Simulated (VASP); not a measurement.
# Al2Cu (Pm) in VASP: notebook

The runs below take Al2Cu through single point, with PBE.

All numbers are computed with VASP 6.6.1; they aren't measurements. Logs are shortened: lines on timing, memory, paths and dates and some standing lists are left out, and cuts for length are marked.

### Step 1. The cell of the first run

It takes space group Pm (No. 6, monoclinic). The conventional cell has a = 4.121 Å, b = 2.885 Å, c = 4.121 Å, α = 90.00°, β = 90.00°, γ = 90.00°. Al (site symmetry m) has 4 Cu at 2.42 to 2.61 Å and 6 Al at 2.55 to 3.29 Å within 3.3 Å. Within 3.3 Å of Al (site symmetry m) lie 4 Cu at 2.45 to 2.68 Å and 6 Al at 2.55 to 3.29 Å. Cu (site symmetry m) has 8 Al at 2.42 to 2.68 Å and 2 Cu at 2.88 Å within 3.2 Å.

### Step 2. Single point, PBE (atoms displaced along several vibrational modes)

File INCAR:

```
PREC = Accurate
ENCUT = 520
EDIFF = 1E-7
ISMEAR = 0
SIGMA = 0.15
LREAL = False
LASPH = True
NELM = 60
ALGO = Fast
ISIF = 2
LWAVE = False
LCHARG = False
GGA = PE
NBANDS = 16
```

File KPOINTS:

```
regular mesh
0
Gamma
  10 10 14
```

File POSCAR:

```
Al2Cu
1.0
    4.1211626268      0.0000000000      0.0000000000
    0.0000000000      4.1211626268      0.0000000000
    0.0000000000      0.0000000000      2.8847334069
Al Cu
2 1
Direct
    0.5067846504      0.0058614588      0.5000000000
   -0.0888098901      0.4741577779      0.5000000000
    0.0348277965      0.0084838028      0.0000000000
```

Potentials or basis: VASP PAW PBE potentials, release 64 (Al, Cu).

On the command line:

```
cat potpaw_PBE.64/Al/POTCAR potpaw_PBE.64/Cu/POTCAR > POTCAR
mpirun -np 1 vasp_std > vasp.out
```

OUTCAR:

```text
PREC = Accurate
   ENCUT = 520
   EDIFF = 1E-7
   ISMEAR = 0
   LREAL = False
   LASPH = True
   NELM = 60
   ISIF = 2
   GGA = PE

 ion  position               nearest neighbor table
   1  0.507  0.006  0.500-   3 2.42   3 2.42   2 2.55   3 2.61   3 2.61   2 2.75   2 3.12   2 3.29

   2  0.911  0.474  0.500-   3 2.45   3 2.45   1 2.55   3 2.68   3 2.68   1 2.75   1 3.12   1 3.29

   3  0.035  0.008  0.000-   1 2.42   1 2.42   2 2.45   2 2.45   1 2.61   1 2.61   2 2.68   2 2.68

  LATTYP: Found a simple tetragonal cell.
 ALAT       =     4.1211626268
 C/A-ratio  =     0.6999804832

  Lattice vectors:

 A1 = (   4.1211626268,   0.0000000000,   0.0000000000)
 A2 = (   0.0000000000,   4.1211626268,   0.0000000000)
 A3 = (   0.0000000000,   0.0000000000,   2.8847334069)

Analysis of symmetry for initial positions (statically):
=====================================================================
 Subroutine PRICEL returns:
 Original cell was already a primitive cell.

 Routine SETGRP: Setting up the symmetry group for a
 simple tetragonal supercell.

 Subroutine GETGRP returns: Found  2 space group operations
 (whereof  2 operations were pure point group operations)
 out of a pool of 16 trial point group operations.

The static configuration has the point symmetry C_1h.

Analysis of symmetry for dynamics (positions and initial velocities):
=====================================================================
 Subroutine PRICEL returns:
 Original cell was already a primitive cell.

 Routine SETGRP: Setting up the symmetry group for a
 simple tetragonal supercell.

 Subroutine GETGRP returns: Found  2 space group operations
 (whereof  2 operations were pure point group operations)
 out of a pool of 16 trial point group operations.

The dynamic configuration has the point symmetry C_1h.

 Subroutine INISYM returns: Found  2 space group operations
 (whereof  2 operations are pure point group operations),
 and found     1 'primitive' translations

----------------------------------------------------------------------------------------

                                     Primitive cell

  volume of cell :      48.9943

  direct lattice vectors                    reciprocal lattice vectors
     4.121162627  0.000000000  0.000000000     0.242649973  0.000000000  0.000000000
[... 82 lines left out ...]
   ISPIN  =      1    spin polarized calculation?
   LNONCOLLINEAR =      F non collinear calculations
   LSORBIT =      F    spin-orbit coupling
   LASPH  =      T    aspherical Exc in radial PAW
   ENCUT  =  520.0 eV  38.22 Ry    6.18 a.u.   7.66  7.66  5.36*2*pi/ulx,y,z
   NELM   =     60;   NELMIN=  2; NELMDL= -5     # of ELM steps
   EDIFF  = 0.1E-06   stopping-criterion for ELM
   LREAL  =      F    real-space projection
   EDIFFG = 0.1E-05   stopping-criterion for IOM
   NSW    =      0    number of steps for IOM
   IBRION =     -1    ionic relax: 0-MD 1-quasi-New 2-CG
   NFREE  =      0    steps in history (QN), initial steepest desc. (CG)
   ISIF   =      2    stress and relaxation
   ISYM   =      2    0-nonsym 1-usesym 2-fastsym
   POTIM  = 0.5000    time-step for ionic-motion
   TEBEG  =    0.0;   TEEND  =   0.0 temperature during run
   PSTRESS=    0.0 pullay stress
   NELECT =      17.0000    total number of electrons
   NUPDOWN=      -1.0000    fix difference up-down
   EMIN   =  10.00;   EMAX   =-10.00  energy-range for DOS
   EFERMI =   0.00;   METHOD = LEGACY
   ISMEAR =     0;   SIGMA  =   0.15  broadening in eV -4-tet -1-fermi 0-gaus
   EFERMI_NEDOS =   21; number of points for ismear=-14 and -15
   IALGO  =     68    algorithm
   IMIX   =      4    mixing-type and parameters
     AMIX     =   0.40;   BMIX     =  1.00
     AMIX_MAG =   1.60;   BMIX_MAG =  1.00
  volume/ion in A,a.u.               =      16.33       110.21
  Fermi-wavevector in a.u.,A,eV,Ry     =   1.150384  2.173910 18.005716  1.323383
  Thomas-Fermi vector in A             =   2.287048
   LORBIT       =      0    0 simple, 1 ext, 2 COOP (PROOUT), +10 PAW based schemes
   GGA     = PE    functional components
   LHFCALC =     F    Hartree Fock is set to
   AEXX    =    0.0000 exact exchange contribution
   IVDW    =     0    specifies the selected vdW correction
   LEPSILON=     F    determine dielectric tensor
   LRPA    =     F    only Hartree local field effects (RPA)
 non-spin polarized calculation
 RMM-DIIS sequential band-by-band and
 Gauss-broadening in eV      SIGMA  =   0.15
  energy-cutoff  :      520.00
  volume of cell :       48.99
 maximum number of plane-waves:      1339
   NGX = 15   NGY = 15   NGZ = 11

 number of electron      17.0000000 magnetization

 Free energy of the ion-electron system (eV)
  ---------------------------------------------------
  ext. energy  EPLUGINS =         0.00000000
  ---------------------------------------------------
  free energy    TOTEN  =       -11.02389165 eV

  energy without entropy =      -11.01156089  energy(sigma->0) =      -11.01772627

 E-fermi :   7.0041     XC(G=0): -10.3558

 val. band max:        7.0020241497   @ k =  -0.4000   0.2000  -0.2143
 cond. band min:       7.0060666271   @ k =  -0.3000   0.2000  -0.2857
 fundamental gap:      0.0040424775
 Fermi energy:         7.0040524780

 k-point     1 :       0.0000    0.0000    0.0000
  band No.  band energies     occupation
      1      -3.4266      2.00000
      2       1.8154      2.00000
      3       2.2490      2.00000
      4       2.8631      2.00000
      5       3.0794      2.00000
      6       3.1866      2.00000
[... 433 lines left out ...]
      3       2.2236      2.00000
      4       2.6083      2.00000
      5       2.8587      2.00000
      6       3.0524      2.00000
[... 8 lines left out ...]
     15      16.7193      0.00000
     16      18.6485      0.00000

 [... further k-points ...]
[... 5 lines left out ...]
  --------------------------------------------------------------------------------------
  -------------------------------------------------------------------------------------
  Total        1.4456229      0.9522888      0.1855398      0.5126494      0.0000000      0.0000000
  in kB       47.2737875     31.1411094      6.0673967     16.7643171      0.0000000      0.0000000
  external PRESSURE =      28.1607645 kB  Pullay stress =       0.0000000 kB

 VOLUME and BASIS-vectors are now :
 -----------------------------------------------------------------------------
  energy-cutoff  :      520.00
  volume of cell :       48.99
      direct lattice vectors                 reciprocal lattice vectors
     4.121162627  0.000000000  0.000000000     0.242649973  0.000000000  0.000000000
     0.000000000  4.121162627  0.000000000     0.000000000  0.242649973  0.000000000
     0.000000000  0.000000000  2.884733407     0.000000000  0.000000000  0.346652484

 POSITION                                       TOTAL-FORCE (eV/Angst)
 -----------------------------------------------------------------------------------
      2.08854      0.02416      1.44237        -0.201656     -0.520495      0.000000
      3.75516      1.95408      1.44237         0.879043      1.278351      0.000000
      0.14353      0.03496      0.00000        -0.677387     -0.757855      0.000000
 -----------------------------------------------------------------------------------
    total drift:                                0.000210      0.000411      0.000008

  FREE ENERGIE OF THE ION-ELECTRON SYSTEM (eV)
  ---------------------------------------------------
  free  energy   TOTEN  =       -11.0238916530 eV

  energy  without entropy=      -11.0115608945  energy(sigma->0) =      -11.01772627
```

stdout:

```text
POSCAR found type information on POSCAR AlCu
 POSCAR found :  2 types and       3 ions
 scaLAPACK will be used
 LDA part: xc-table for (Slater+PW92), standard interpolation
 POSCAR, INCAR and KPOINTS ok, starting setup
 FFT: planning ... GRIDC
 FFT: planning ... GRID_SOFT
 FFT: planning ... GRID
 WAVECAR not read
 entering main loop
WARNING in EDDRMM: call to ZHEGV failed, returncode =   8  4     16
WARNING in EDDRMM: call to ZHEGV failed, returncode =   8  4     16
WARNING in EDDRMM: call to ZHEGV failed, returncode =   8  4     16
```

Wall time 7.6 min (1 thread of Intel Xeon 8259CL, shared host); peak memory 0.42 GiB.

Results:

```yaml
Free_energy: -11.0239 eV
Pressure: 2.8 GPa
Largest_force: 1.551 eV/Å
Band_gap_on_the_k_mesh: zero (an odd number of electrons rules out a gap without spin polarisation)
```

Forces on the atoms (eV/Å):
```
Al  -0.202 -0.520  0.000
Al   0.879  1.278  0.000
Cu  -0.677 -0.758  0.000
```

Caveat: the cell differs from its parent crystal (atoms displaced along several vibrational modes); forces of over 1 eV/Å act on the atoms, so gaps and moduli don't describe the material at rest.

(Continued in part 2 of 2.)
